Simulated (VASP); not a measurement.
A run of VASP 6.6.1:

Contents of INCAR:

```
SYSTEM = Zn17O15
  PREC = Accurate
  ENCUT = 520
  EDIFF = 1E-7
  ISMEAR = 0
  SIGMA = 0.01
  LREAL = Auto
  LASPH = .TRUE.
  NELM = 80
  ALGO = Normal
  ISIF = 2
  LWAVE = .FALSE.
  LCHARG = .FALSE.
  GGA = PE
  NBANDS = 169
  NELECT = 296.0
```

KPOINTS

```
Automatic mesh
0
G
  2 2 2
  0 0 0
```

File POSCAR:

```
Zn17O15
1.0
   -5.6084659037     -5.6084659037      0.0000000000
    5.6084659037     -5.6084659037      0.0000000000
    0.0000000000      5.6084659037      6.5582403780
Zn O
17 15
Direct
    0.4291986887      0.6419865830      0.2500000000
    0.7087286809      0.8773908424      0.7699362225
    0.9504361506      0.1598081191      0.2500000000
    0.1887924584      0.3574546200      0.7300637775
    0.8208013113      0.6419865830      0.2500000000
    0.0612075416      0.8773908424      0.7699362225
    0.2995638494      0.1598081191      0.2500000000
    0.5412713191      0.3574546200      0.7300637775
   -0.0180328874      0.6167340290     -0.0360657748
    0.2680328874      0.9027998038      0.5360657748
    0.5047898880      0.2056833566      0.0095797761
    0.7452101120      0.4461035806      0.4904202239
   -0.0106401111      0.2963462295     -0.0212802222
    0.2606401111      0.5676264517      0.5212802222
    0.5043252757      0.8350792082      0.0086505513
    0.7456747243      0.0764286569      0.4913494487
    0.1250000000      0.9224029073      0.2500000000
    0.3719799501      0.1828141664      0.7439599002
    0.6250000000      0.4656266304      0.2500000000
    0.8780200499      0.6888542661      0.7560400998
    0.1250000000      0.3506849739      0.2500000000
    0.3846316751      0.5618867313      0.7692633502
    0.6250000000      0.8122400998      0.2500000000
    0.8653683249      0.0426233811      0.7307366498
    0.7944641313      0.4609174069     -0.0198702872
    0.0643344185      0.7307876941      0.5198702872
    0.3264477386      0.0200546824      0.0054218667
    0.5710258719      0.2646328158      0.4945781333
    0.1856655815      0.4609174069     -0.0198702872
    0.4555358687      0.7307876941      0.5198702872
    0.6789741281      0.0200546824      0.0054218667
    0.9235522614      0.2646328158      0.4945781333
```

Potentials or basis: VASP PAW PBE potentials, release 64 (Zn, O).

Run with:

```bash
$ cat potpaw_PBE.64/Zn/POTCAR potpaw_PBE.64/O/POTCAR > POTCAR
$ mpirun -np 1 vasp_std > vasp.out
```

Hardware: 1 thread of Intel Xeon 8259CL, with other jobs on the host.

Problem. How long does it take, and how much memory?

Solution. Wall time 50 min on 1 thread of Intel Xeon 8259CL, with other jobs on the host, peak memory 0.64 GiB. Counts: scf iterations 22, k points 5.
